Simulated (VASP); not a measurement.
# CdS in VASP: further runs, part 3 of 3

VASP 6.6.1. Earlier steps stand in the parts before.

## Step 5: Electric field gradients, LDA, non-collinear spin, zero start, spin-orbit coupling (atoms moved at random)

INCAR

```
PREC = Accurate
ENCUT = 520
EDIFF = 1E-8
ISMEAR = -1
SIGMA = 0.01
LREAL = F
LASPH = T
NELM = 150
ALGO = Normal
ISIF = 2
LWAVE = F
LCHARG = F
LNONCOLLINEAR = T
MAGMOM = 0 0 0 0 0 0
LORBIT = 11
LSORBIT = T
GGA_COMPAT = F
LORBMOM = T
LEFG = T
NBANDS = 30
```

KPOINTS

```
regular mesh
0
Gamma
  6 6 6
```

POSCAR

```
CdS
1.0
    0.0000000000      2.9165000000      2.9165000000
    2.9165000000      0.0000000000      2.9165000000
    2.9165000000      2.9165000000      0.0000000000
Cd S
1 1
Direct
   -0.0029760000     -0.0014390000      0.0077450000
    0.7549060000      0.7465520000      0.7500120000
```

Potentials or basis: VASP PAW LDA potentials, release 64 (Cd, S).

Run with:

```console
$ cat potpaw_LDA.64/Cd/POTCAR potpaw_LDA.64/S/POTCAR > POTCAR
$ mpirun -np 1 vasp_ncl > vasp.out
```

OUTCAR:

```text
PREC = Accurate
   ENCUT = 520
   EDIFF = 1E-8
   ISMEAR = -1
   LREAL = F
   LASPH = T
   NELM = 150
   ISIF = 2
   LNONCOLLINEAR = T
   LORBIT = 11
   LSORBIT = T

 ion  position               nearest neighbor table
   1  0.997  0.999  0.008-   2 2.50   2 2.52   2 2.53   2 2.55
   2  0.755  0.747  0.750-   1 2.50   1 2.52   1 2.53   1 2.55

  LATTYP: Found a face centered cubic cell.
 ALAT       =     5.8330000000

  Lattice vectors:

 A1 = (   0.0000000000,   2.9165000000,   2.9165000000)
 A2 = (   2.9165000000,   0.0000000000,   2.9165000000)
 A3 = (   2.9165000000,   2.9165000000,   0.0000000000)

Analysis of symmetry for initial positions (statically):
=====================================================================
 Subroutine PRICEL returns:
 Original cell was already a primitive cell.

 Routine SETGRP: Setting up the symmetry group for a
 face centered cubic supercell.

 Subroutine GETGRP returns: Found  1 space group operations
 (whereof  1 operations were pure point group operations)
 out of a pool of 48 trial point group operations.

The static configuration has the point symmetry C_1 .

Analysis of symmetry for dynamics (positions and initial velocities):
=====================================================================
 Subroutine PRICEL returns:
 Original cell was already a primitive cell.

 Routine SETGRP: Setting up the symmetry group for a
 face centered cubic supercell.

 Subroutine GETGRP returns: Found  1 space group operations
 (whereof  1 operations were pure point group operations)
 out of a pool of 48 trial point group operations.

The dynamic configuration has the point symmetry C_1 .

Analysis of structural, dynamic, and magnetic symmetry:
=====================================================================
 Subroutine PRICEL returns:
 Original cell was already a primitive cell.
[... 1027 lines left out ...]
           -0.000  -0.000  -0.000

 orbital moment (y)

 # of ion     p       d       tot
 ----------------------------------------
  1         0.000  -0.000  -0.000
  2        -0.000   0.000  -0.000
 ----------------------------------------
           -0.000  -0.000  -0.000

 orbital moment (z)

 # of ion     p       d       tot
 ----------------------------------------
  1         0.000   0.000   0.000
  2         0.000   0.000   0.000
 ----------------------------------------
            0.000   0.000   0.000

 Spin-Orbit-Coupling matrix elements

 Ion:    1  E_soc:     -0.0601215
 l=   1
     0.0000000    -0.0026814    -0.0026802
    -0.0026814     0.0000000    -0.0026794
    -0.0026802    -0.0026794     0.0000000
 l=   2
     0.0000000    -0.0014984     0.0000000    -0.0014982    -0.0058416
    -0.0014984     0.0000000    -0.0043814    -0.0014983    -0.0014605
     0.0000000    -0.0043814     0.0000000    -0.0043811     0.0000000
    -0.0014982    -0.0014983    -0.0043811     0.0000000    -0.0014603
    -0.0058416    -0.0014605     0.0000000    -0.0014603     0.0000000
 l=   3
     0.0000000     0.0000000     0.0000000     0.0000000     0.0000000     0.0000000     0.0000000
     0.0000000     0.0000000     0.0000000     0.0000000     0.0000000     0.0000000     0.0000000
     0.0000000     0.0000000     0.0000000     0.0000000     0.0000000     0.0000000     0.0000000
     0.0000000     0.0000000     0.0000000     0.0000000     0.0000000     0.0000000     0.0000000
     0.0000000     0.0000000     0.0000000     0.0000000     0.0000000     0.0000000     0.0000000
     0.0000000     0.0000000     0.0000000     0.0000000     0.0000000     0.0000000     0.0000000
     0.0000000     0.0000000     0.0000000     0.0000000     0.0000000     0.0000000     0.0000000

 Ion:    2  E_soc:     -0.0022620
 l=   1
     0.0000000    -0.0003770    -0.0003770
    -0.0003770     0.0000000    -0.0003770
    -0.0003770    -0.0003770     0.0000000
 l=   2
     0.0000000     0.0000000     0.0000000     0.0000000     0.0000000
     0.0000000     0.0000000     0.0000000     0.0000000     0.0000000
     0.0000000     0.0000000     0.0000000     0.0000000     0.0000000
     0.0000000     0.0000000     0.0000000     0.0000000     0.0000000
     0.0000000     0.0000000     0.0000000     0.0000000     0.0000000
 l=   3
     0.0000000     0.0000000     0.0000000     0.0000000     0.0000000     0.0000000     0.0000000
     0.0000000     0.0000000     0.0000000     0.0000000     0.0000000     0.0000000     0.0000000
     0.0000000     0.0000000     0.0000000     0.0000000     0.0000000     0.0000000     0.0000000
     0.0000000     0.0000000     0.0000000     0.0000000     0.0000000     0.0000000     0.0000000
     0.0000000     0.0000000     0.0000000     0.0000000     0.0000000     0.0000000     0.0000000
     0.0000000     0.0000000     0.0000000     0.0000000     0.0000000     0.0000000     0.0000000
     0.0000000     0.0000000     0.0000000     0.0000000     0.0000000     0.0000000     0.0000000

 total charge

# of ion       s       p       d       tot
------------------------------------------
    1        0.441   0.335   9.553  10.329
    2        1.323   2.375   0.000   3.698
--------------------------------------------------
tot          1.764   2.710   9.553  14.028

 magnetization (x)

# of ion       s       p       d       tot
------------------------------------------
    1        0.000   0.000   0.000   0.000
    2       -0.000  -0.000   0.000  -0.000
--------------------------------------------------
tot          0.000  -0.000   0.000   0.000

 magnetization (y)

# of ion       s       p       d       tot
------------------------------------------
    1       -0.000   0.000   0.000   0.000
    2       -0.000  -0.000   0.000  -0.000
--------------------------------------------------
tot         -0.000  -0.000   0.000   0.000

 magnetization (z)

# of ion       s       p       d       tot
------------------------------------------
    1       -0.000  -0.000  -0.000  -0.000
    2        0.000   0.000   0.000   0.000
--------------------------------------------------
tot         -0.000   0.000  -0.000  -0.000
```

stdout:

```text
POSCAR found type information on POSCAR CdS
 POSCAR found :  2 types and       2 ions
 scaLAPACK will be used
 LDA part: xc-table for (Slater(with rela. corr.)+CA(PZ))
 , standard interpolation
 POSCAR, INCAR and KPOINTS ok, starting setup
 FFT: planning ... GRIDC
 FFT: planning ... GRID_SOFT
 FFT: planning ... GRID
 WAVECAR not read
 entering main loop
ion   1
     0.0000561    -0.0944154     0.1567710    -0.0006343     0.0021429     0.0040252
     0.0000772    -0.0944154     0.1567710    -0.0006343     0.0021429     0.0040252
     0.0001064    -0.0944154     0.1567710    -0.0006343     0.0021429     0.0040252
     0.0001465    -0.0944154     0.1567710    -0.0006343     0.0021429     0.0040252

     0.0000561     7.4817808   -12.4152445     0.0343651     0.0535028    -0.2179942
     0.0000772     7.4808910   -12.4137679     0.0343607     0.0535000    -0.2179662
     0.0001064     7.4794566   -12.4113873     0.0343536     0.0534954    -0.2179211
     0.0001465     7.4771533   -12.4075647     0.0343421     0.0534880    -0.2178485

ion   2
     0.0000369    -0.0660198     0.1094755     0.0001221    -0.0073424    -0.0007807
     0.0000508    -0.0660198     0.1094755     0.0001221    -0.0073424    -0.0007807
     0.0000700    -0.0660198     0.1094755     0.0001221    -0.0073424    -0.0007807
     0.0000964    -0.0660197     0.1094755     0.0001221    -0.0073424    -0.0007807

     0.0000369    -1.6361848     2.7139377    -0.0008578    -0.1096321     0.0053486
     0.0000508    -1.6361819     2.7139328    -0.0008578    -0.1096320     0.0053486
     0.0000700    -1.6361771     2.7139248    -0.0008578    -0.1096316     0.0053486
     0.0000964    -1.6361691     2.7139115    -0.0008578    -0.1096311     0.0053485
```

Wall time 4.6 min (1 thread of Intel Xeon 6975P-C (Granite Rapids), shared host); peak memory 0.55 GiB.

What came out:

```yaml
Free_energy: -7.4234 eV
Pressure: -2.0 GPa
Largest_force: 0.163 eV/Å
Net_moment: 0.00 μB per cell
Largest_electric_field_gradient_by_atom: Cd -15.9; S -3.5 V/Å²
Valence_electrons_inside_the_program's_atomic_spheres: Cd 10.33; S 3.70
```

Forces on the atoms (eV/Å):
```
Cd  -0.139 -0.007  0.084
S    0.139  0.007 -0.084
```

Stress tensor (GPa, compression positive):
```
-2.01  0.33 -0.02
 0.33 -1.99 -0.55
-0.02 -0.55 -2.00
```

Moments on the atoms (μB; x, y, z):
```
Cd  0.00 0.00 0.00
S   0.00 0.00 0.00
```

Electric field gradients, principal values (V/Å²):
```
atom  least  middle  greatest (by size)
1 Cd  0.126  15.748             -15.875
 2 S  0.098   3.445              -3.543
```

Caveat: the cell differs from its parent crystal (atoms moved at random); without QUAD_EFG the Cq values of the log hold for a quadrupole moment of 1 mb, not for the nuclei.

## Step 6: Overview

```csv
task,level,potentials or basis,spin,cell,smearing,grid for exact exchange (PRECFOCK),share of exact exchange,screening parameter,exchange at q = 0,dipole correction,gap on the mesh (eV),pressure (GPa)
band structure,HSE06,"VASP PAW PBE potentials, release 64 (Cd, S)",off,"as given, atomic positions A",gaussian 0.02 eV,Fast,0.25,0.2 1/Å,-,-,2.19,2.0
band structure,HSE03,"VASP PAW PBE potentials, release 64 (Cd, S)",off,"as given, atomic positions A",gaussian 0.02 eV,Fast,0.25,0.3 1/Å,-,-,1.98,2.2
band structure,PBE0,"VASP PAW PBE potentials, release 64 (Cd, S)",off,"as given, atomic positions A",gaussian 0.02 eV,Fast,0.25,-,truncated,-,2.82,1.9
electric field gradients,LDA,"VASP PAW LDA potentials, release 64 (Cd, S)","non-collinear, zero start, SOC","as given, atomic positions B",fermi-dirac 0.01 eV,-,-,-,-,no,-,-2.0
```

Alike in all rows: k mesh 6 × 6 × 6; cutoff (eV) 520.

Caveats: the PAW data sets were made with another functional, which shifts forces and pressure a little (at least some runs).

Absolute energies hang on the potentials; compare differences alone.
